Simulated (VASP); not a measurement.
# MnO2 (Pnnm) in VASP: relaxation of cell and atoms with PBE

Aim: the relaxation of cell and atoms of MnO2 with PBE.

Everything below comes from runs of VASP 6.6.1. Logs are shortened: lines on timing, memory, paths and dates and some standing lists are left out, and cuts for length are marked.

## 1. The cell of the first run

It takes space group Pnnm (No. 58, orthorhombic). Conventional cell: a = 4.405 Å, b = 4.540 Å, c = 2.965 Å, α = 90.00°, β = 90.00°, γ = 90.00°. Mn (site symmetry 2/m) has 6 O at 1.91 to 1.95 Å within 2.5 Å. Within 2.6 Å of O (site symmetry m) lie 3 Mn at 1.91 to 1.95 Å and 1 O at 2.54 Å.

## 2. Relaxation of cell and atoms, PBE, collinear spin, ferromagnetic start

The input, INCAR:

```
PREC     = Accurate       # precision mode
ENCUT    = 600            # plane-wave cutoff, eV
EDIFF    = 1E-6           # SCF threshold, eV
ISMEAR   = 0              # smearing method
SIGMA    = 0.1            # smearing width, eV
LREAL    = F              # projectors in reciprocal space
LASPH    = T              # aspherical terms in the spheres
NELM     = 150            # most SCF steps
ALGO     = Normal         # electronic algorithm
ISIF     = 3              # what is computed and relaxed
LWAVE    = F              # write WAVECAR
LCHARG   = F              # write CHGCAR
ISPIN    = 2              # spin polarisation
MAGMOM   = 2.73 2.73 0 0 0 0 # initial moments
LORBIT   = 11             # projections on sites
LMAXMIX  = 4              # l up to which the mixer works
GGA      = PE             # functional
IBRION   = 2              # ionic algorithm
NSW      = 90             # ionic steps
EDIFFG   = -0.04          # ionic threshold
```

The input, KPOINTS:

```
Automatic mesh
0
Gamma
  4 4 6
```

The input, POSCAR:

```
MnO2
1.0
    4.4054433985      0.0000000000      0.0000000000
    0.0000000000      4.5395835020      0.0000000000
    0.0000000000      0.0000000000      2.9652022875
Mn O
2 4
Direct
    0.5000000000      0.5000000000      0.5000000000
    0.0000000000      0.0000000000      0.0000000000
    0.2250000000      0.8250000000      0.5000000000
    0.7250000000      0.6750000000      0.0000000000
    0.7750000000      0.1750000000      0.5000000000
    0.2750000000      0.3250000000      0.0000000000
```

Potentials or basis: VASP PAW PBE potentials, release 64 (Mn_pv, O).

Command:

```
cat potpaw_PBE.64/Mn_pv/POTCAR potpaw_PBE.64/O/POTCAR > POTCAR
mpirun -np 1 vasp_std > vasp.out
```

OUTCAR:

```text
PREC = Accurate
   ENCUT = 600
   EDIFF = 1E-6
   ISMEAR = 0
   LREAL = F
   LASPH = T
   NELM = 150
   ISIF = 3
   ISPIN = 2
   LORBIT = 11
   GGA = PE
   IBRION = 2
   NSW = 90
   EDIFFG = -0.04

 ion  position               nearest neighbor table
   1  0.500  0.500  0.500-   3 1.91   5 1.91   4 1.95   6 1.95   4 1.95   6 1.95
   2  0.000  0.000  0.000-   4 1.91   6 1.91   5 1.95   3 1.95   3 1.95   5 1.95
   3  0.225  0.825  0.500-   1 1.91   2 1.95   2 1.95
   4  0.725  0.675  0.000-   2 1.91   1 1.95   1 1.95
   5  0.775  0.175  0.500-   1 1.91   2 1.95   2 1.95
   6  0.275  0.325  0.000-   2 1.91   1 1.95   1 1.95

  LATTYP: Found a simple orthorhombic cell.
 ALAT       =     2.9652022875
 B/A-ratio  =     1.4857142857
 C/A-ratio  =     1.5309523809

  Lattice vectors:

 A1 = (   0.0000000000,   0.0000000000,   2.9652022875)
 A2 = (   4.4054433985,   0.0000000000,   0.0000000000)
 A3 = (   0.0000000000,   4.5395835020,   0.0000000000)

Analysis of symmetry for initial positions (statically):
=====================================================================
 Subroutine PRICEL returns:
 Original cell was already a primitive cell.

 Routine SETGRP: Setting up the symmetry group for a
 simple orthorhombic supercell.

 Subroutine GETGRP returns: Found  8 space group operations
 (whereof  4 operations were pure point group operations)
 out of a pool of  8 trial point group operations.

The static configuration has the point symmetry C_2h.
 The point group associated with its full space group is D_2h.

Analysis of symmetry for dynamics (positions and initial velocities):
=====================================================================
 Subroutine PRICEL returns:
 Original cell was already a primitive cell.

 Routine SETGRP: Setting up the symmetry group for a
 simple orthorhombic supercell.

 Subroutine GETGRP returns: Found  8 space group operations
 (whereof  4 operations were pure point group operations)
 out of a pool of  8 trial point group operations.

The dynamic configuration has the point symmetry C_2h.
 The point group associated with its full space group is D_2h.

Analysis of structural, dynamic, and magnetic symmetry:
=====================================================================
 Subroutine PRICEL returns:
 Original cell was already a primitive cell.

 Routine SETGRP: Setting up the symmetry group for a
 simple orthorhombic supercell.

 Subroutine GETGRP returns: Found  8 space group operations
 (whereof  4 operations were pure point group operations)
 out of a pool of  8 trial point group operations.

The overall configuration has the point symmetry C_2h.
 The point group associated with its full space group is D_2h.

 Subroutine INISYM returns: Found  8 space group operations
 (whereof  4 operations are pure point group operations),
 and found     1 'primitive' translations

----------------------------------------------------------------------------------------

                                     Primitive cell

  volume of cell :      59.3007

  direct lattice vectors                    reciprocal lattice vectors
     4.405443399  0.000000000  0.000000000     0.226991907  0.000000000  0.000000000
     0.000000000  4.539583502  0.000000000     0.000000000  0.220284526  0.000000000
     0.000000000  0.000000000  2.965202287     0.000000000  0.000000000  0.337245120

  length of vectors
     4.405443399  4.539583502  2.965202287     0.226991907  0.220284526  0.337245120

  position of ions in fractional coordinates (direct lattice)
     0.500000000  0.500000000  0.500000000
     0.000000000  0.000000000  0.000000000
     0.225000000  0.825000000  0.500000000
     0.725000000  0.675000000  0.000000000
     0.775000000  0.175000000  0.500000000
     0.275000000  0.325000000  0.000000000

  ion indices of the primitive-cell ions
   primitive index   ion index
                 1           1
                 2           2
                 3           3
                 4           4
                 5           5
                 6           6

----------------------------------------------------------------------------------------

 KPOINTS: Automatic mesh

Automatic generation of k-mesh.
 Grid dimensions read from file:
 generate k-points for:    4    4    6

 Generating k-lattice:

  Cartesian coordinates                     Fractional coordinates (reciprocal lattice)
     0.056747977  0.000000000  0.000000000     0.250000000  0.000000000  0.000000000
     0.000000000  0.055071132  0.000000000     0.000000000  0.250000000  0.000000000
     0.000000000  0.000000000  0.056207520     0.000000000  0.000000000  0.166666667

  Length of vectors
     0.056747977  0.055071132  0.056207520

  Shift w.r.t. Gamma in fractional coordinates (k-lattice)
     0.000000000  0.000000000  0.000000000

 Subroutine IBZKPT returns following result:
 ===========================================

 Found     36 irreducible k-points:

 Following reciprocal coordinates:
            Coordinates               Weight
  0.000000  0.000000  0.000000      1.000000
  0.250000  0.000000  0.000000      2.000000
  0.500000  0.000000  0.000000      1.000000
  0.000000  0.250000  0.000000      2.000000
  0.250000  0.250000  0.000000      4.000000
  0.500000  0.250000  0.000000      2.000000
[... 16 lines left out ...]
  0.250000  0.250000  0.333333      8.000000
  0.500000  0.250000  0.333333      4.000000
 [... further k-points ...]
   k-points           NKPTS =     36   k-points in BZ     NKDIM =     36   number of bands    NBANDS=     33
   number of dos      NEDOS =    301   number of ions     NIONS =      6
   total plane-waves  NPLWV =  31104
   dimension x,y,z NGX =    36 NGY =   36 NGZ =   24
   dimension x,y,z NGXF=    72 NGYF=   72 NGZF=   48
   ions per type =               2   4
   NGX,Y,Z   is equivalent  to a cutoff of  13.59, 13.18, 13.46 a.u.
   NGXF,Y,Z  is equivalent  to a cutoff of  27.17, 26.37, 26.91 a.u.
 SYSTEM =  unknown system
   PREC   = accura    normal or accurate (medium, high low for compatibility)
   ISTART =      0    job   : 0-new  1-cont  2-samecut
   ICHARG =      2    charge: 1-file 2-atom 10-const
   ISPIN  =      2    spin polarized calculation?
   LNONCOLLINEAR =      F non collinear calculations
   LSORBIT =      F    spin-orbit coupling
   LASPH  =      T    aspherical Exc in radial PAW
   ENCUT  =  600.0 eV  44.10 Ry    6.64 a.u.   8.80  9.07  5.92*2*pi/ulx,y,z
   NELM   =    150;   NELMIN=  2; NELMDL= -5     # of ELM steps
   EDIFF  = 0.1E-05   stopping-criterion for ELM
   LREAL  =      F    real-space projection
   EDIFFG = -.4E-01   stopping-criterion for IOM
   NSW    =     90    number of steps for IOM
   IBRION =      2    ionic relax: 0-MD 1-quasi-New 2-CG
   NFREE  =      1    steps in history (QN), initial steepest desc. (CG)
   ISIF   =      3    stress and relaxation
   ISYM   =      2    0-nonsym 1-usesym 2-fastsym
   POTIM  = 0.5000    time-step for ionic-motion
   TEBEG  =    0.0;   TEEND  =   0.0 temperature during run
   PSTRESS=    0.0 pullay stress
   NELECT =      50.0000    total number of electrons
   NUPDOWN=      -1.0000    fix difference up-down
   EMIN   =  10.00;   EMAX   =-10.00  energy-range for DOS
   EFERMI =   0.00;   METHOD = LEGACY
   ISMEAR =     0;   SIGMA  =   0.10  broadening in eV -4-tet -1-fermi 0-gaus
   EFERMI_NEDOS =   21; number of points for ismear=-14 and -15
   IALGO  =     38    algorithm
   IMIX   =      4    mixing-type and parameters
     AMIX     =   0.40;   BMIX     =  1.00
     AMIX_MAG =   1.60;   BMIX_MAG =  1.00
  volume/ion in A,a.u.               =       9.88        66.70
  Fermi-wavevector in a.u.,A,eV,Ry     =   1.546601  2.922651 32.544775  2.391973
  Thomas-Fermi vector in A             =   2.651814
   LORBIT       =     11    0 simple, 1 ext, 2 COOP (PROOUT), +10 PAW based schemes
   GGA     = PE    functional components
   LHFCALC =     F    Hartree Fock is set to
   AEXX    =    0.0000 exact exchange contribution
   IVDW    =     0    specifies the selected vdW correction
   LEPSILON=     F    determine dielectric tensor
   LRPA    =     F    only Hartree local field effects (RPA)
 conjugate gradient relaxation of ions
 spin polarized calculation
 Gauss-broadening in eV      SIGMA  =   0.10
  energy-cutoff  :      600.00
  volume of cell :       59.30
 maximum number of plane-waves:      2000
 NGX is ok and might be reduce to    36
   NGX = 17   NGY = 19   NGZ = 11

--------------------------------------- Ionic step        1  -------------------------------------------

 number of electron      49.9999977 magnetization       5.9999910

 Free energy of the ion-electron system (eV)
  ---------------------------------------------------
  ext. energy  EPLUGINS =         0.00000000
  ---------------------------------------------------
  free energy    TOTEN  =       -47.58689716 eV

  energy without entropy =      -47.58613925  energy(sigma->0) =      -47.58651821

------------------------ aborting loop because EDIFF is reached ----------------------------------------

  FORCE on cell =-STRESS in cart. coord.  units (eV):
  Direction    XX          YY          ZZ          XY          YZ          ZX
  --------------------------------------------------------------------------------------
  -------------------------------------------------------------------------------------
  Total       -3.3277107     -2.3198652     -5.8499578      0.0000000      0.0000000      0.0000000
  in kB      -89.9075536    -62.6777474   -158.0532231      0.0000000      0.0000000      0.0000000
  external PRESSURE =    -103.5461747 kB  Pullay stress =       0.0000000 kB
[... 225 lines left out ...]
  energy  without entropy=      -47.7514225859  energy(sigma->0) =      -47.75172155

--------------------------------------- Ionic step        7  -------------------------------------------

 number of electron      50.0000004 magnetization       5.9998472

 Free energy of the ion-electron system (eV)
  ---------------------------------------------------
  ext. energy  EPLUGINS =         0.00000000
  ---------------------------------------------------
  free energy    TOTEN  =       -47.75226096 eV

  energy without entropy =      -47.75164544  energy(sigma->0) =      -47.75195320

 E-fermi :   5.1399     XC(G=0): -11.8991

 val. band max:        5.0434359505   @ k =   0.5000   0.5000   0.0000
 cond. band min:       5.1905844279   @ k =   0.0000   0.0000   0.0000
 fundamental gap:      0.1471484774
 Fermi energy:         5.1399311123

 spin component 1

 k-point     1 :       0.0000    0.0000    0.0000
  band No.  band energies     occupation
      1     -45.6240      1.00000
      2     -45.6175      1.00000
      3     -45.5746      1.00000
      4     -45.5641      1.00000
      5     -45.4882      1.00000
      6     -45.4793      1.00000
[... 853 lines left out ...]
     32       7.6853      0.00000
     33      16.8348      0.00000

 [... further k-points ...]

 spin component 2

 k-point     1 :       0.0000    0.0000    0.0000
  band No.  band energies     occupation
      1     -42.6032      1.00000
      2     -42.5951      1.00000
      3     -42.5561      1.00000
      4     -42.5390      1.00000
      5     -42.4577      1.00000
      6     -42.4426      1.00000
[... 888 lines left out ...]
  FREE ENERGIE OF THE ION-ELECTRON SYSTEM (eV)
  ---------------------------------------------------
  free  energy   TOTEN  =       -47.7522609614 eV

  energy  without entropy=      -47.7516454399  energy(sigma->0) =      -47.75195320

 reached required accuracy - stopping structural energy minimisation

 total charge

# of ion       s       p       d       tot
------------------------------------------
    1        0.341   6.441   4.871  11.653
    2        0.341   6.441   4.871  11.653
    3        1.566   3.447   0.000   5.013
    4        1.566   3.447   0.000   5.013
    5        1.566   3.447   0.000   5.013
    6        1.566   3.447   0.000   5.013
--------------------------------------------------
tot          6.948  26.669   9.742  43.358

 magnetization (x)

# of ion       s       p       d       tot
------------------------------------------
    1        0.019   0.029   2.692   2.740
    2        0.019   0.029   2.692   2.740
    3        0.002   0.076   0.000   0.078
    4        0.002   0.076   0.000   0.078
    5        0.002   0.076   0.000   0.078
    6        0.002   0.076   0.000   0.078
--------------------------------------------------
tot          0.045   0.362   5.385   5.792
```

It took 12 min on 1 thread of Intel Xeon 8259CL, shared host; peak memory 0.28 GiB.

What came out:

```yaml
Free_energy: -47.7523 eV
Relaxed_volume: 9.48 Å³/atom
Relaxed_cell: a = 4.360 Å, b = 4.528 Å, c = 2.880 Å, α = 90.00°, β = 90.00°, γ = 90.00°
Space_group_after_relaxing_to_0.1_Å: Pnnm (No. 58)
Energy_gained_by_relaxing: 27.6 meV/atom
Ionic_steps: 7
Pressure_after_relaxing: -0.4 GPa
Largest_force_after_relaxing: 0.023 eV/Å
Band_gap_on_the_k_mesh: 0.15 eV (least direct gap 0.29 eV)
Net_moment: 6.00 μB per cell
Site_moments: Mn +2.74; O +0.08 μB
Valence_electrons_inside_the_program's_atomic_spheres: Mn 11.65; O 5.01
```

Forces on the atoms (eV/Å):
```
Mn   0.000  0.000  0.000
Mn   0.000  0.000  0.000
O   -0.023 -0.004  0.000
O   -0.023  0.004  0.000
O    0.023  0.004  0.000
O    0.023 -0.004  0.000
```

Stress tensor (GPa, compression positive):
```
-0.31  0.00  0.00
 0.00 -0.20  0.00
 0.00  0.00 -0.66
```

The path:
| step | energy change (eV) | largest force (eV/Å) | pressure (GPa) | volume (Å³) |
| --- | --- | --- | --- | --- |
| 1 | 0.0000 | 0.7846 | -10.35 | 59.30 |
| 2 | -0.0419 | 0.4953 | 13.87 | 53.97 |
| 3 | -0.1561 | 0.2096 | 1.31 | 56.28 |
| 4 | -0.1561 | 0.1949 | 1.61 | 56.22 |
| 5 | -0.1651 | 0.0566 | 0.35 | 56.69 |
| 6 | -0.1651 | 0.0448 | 0.45 | 56.66 |
| 7 | -0.1654 | 0.0233 | -0.39 | 56.86 |

Final structure:
```
Mn O
1.0
     4.35951    0.00000    0.00000
     0.00000    4.52848    0.00000
     0.00000    0.00000    2.88014
Mn O
2 4
Cartesian
  2.1798 2.2642 1.4401
  4.3595 0.0000 0.0000
  0.9578 3.7539 1.4401
  3.1376 3.0389 0.0000
  3.4017 0.7746 1.4401
  1.2219 1.4896 0.0000
```

Caveat: the run started ferromagnetic, and an antiferromagnetic order may lie lower in energy. A k mesh can miss the band edges.
